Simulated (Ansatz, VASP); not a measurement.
**One calculation of SiNi, two programs**

INCAR

```
SYSTEM = SiNi
  ALGO = Normal
  EDIFF = 1E-6
  ENCUT = 520
  GGA = PE
  ISIF = 2
  ISMEAR = 0
  LASPH = .TRUE.
  LCHARG = .FALSE.
  LREAL = .FALSE.
  LWAVE = .FALSE.
  NBANDS = 22
  NELM = 60
  PREC = Accurate
  SIGMA = 0.15
```

KPOINTS

```
k-points
0
G
  18 16 12
  0 0 0
```

The input POSCAR:

```
SiNi
1.0
    2.9597427278      0.0000000000      0.0000000000
    0.0000000000      3.1564249654      0.0000000000
    0.0000000000      0.0000000000      5.0183364671
Si Ni
2 2
Direct
    0.5000000000      0.5000000000      0.8431827238
    0.0000000000      0.0000000000      0.1568172762
    0.5000000000      0.5000000000      0.3423059774
    0.0000000000      0.0000000000      0.6576940226
```

Input for Ansatz:

```yaml
crystal:
  lattice:
    - [2.9597427278, 0.0, 0.0]
    - [0.0, 3.1564249654, 0.0]
    - [0.0, 0.0, 5.0183364671]
  atoms:
    - { symbol: Si, position: [0.5, 0.5, 0.8431827238] }
    - { symbol: Si, position: [0.0, 0.0, 0.1568172762] }
    - { symbol: Ni, position: [0.5, 0.5, 0.3423059774] }
    - { symbol: Ni, position: [0.0, 0.0, 0.6576940226] }
basis:
  ecutwfc: 420
kpoints:
  mp_grid: { grid: [18, 16, 12] }
hamiltonian:
  xc: pbe
scf:
  occupations: { method: gaussian, width: 0.15 }
output:
  forces: true
  stress: true
  eigenvalues: true
```

Alike in both runs: task single point; functional PBE; k mesh 18 × 16 × 12; occupations gaussian, width 0.15 eV; no spin polarisation.

|  | VASP | Ansatz |
| --- | --- | --- |
| version | VASP 6.6.1 | Ansatz 0.2.0 |
| potentials or method | VASP PAW PBE potentials, release 64 (Si, Ni), cutoff 520 eV | scalar-relativistic, plane waves, PAW |
| valence electrons in the cell | 28 | 44 |

Ansatz gave:

| Item | Value |
| --- | --- |
| gap on the k mesh at the Fermi level (eV) | none |
| pressure (GPa) | -1.4 |
| traceless stress, the component that is largest in VASP (GPa) | -10.87 |
| rms of the force components (eV/Å) | 0.117 |

Problem. What did VASP give for the same quantities?

Solution. gap on the k mesh at the Fermi level (eV): none; pressure (GPa): -1.3; traceless stress, the component that is largest in VASP (GPa): -10.81; rms of the force components (eV/Å): 0.110.

Atom by atom the forces differ by 0.008 eV/Å (rms over components). A gap of «none» marks a metal or a gap that the smearing closes. VASP's potentials hold 28 valence electrons a cell and Ansatz's 44, so a difference there can come from the potentials and not from the codes.
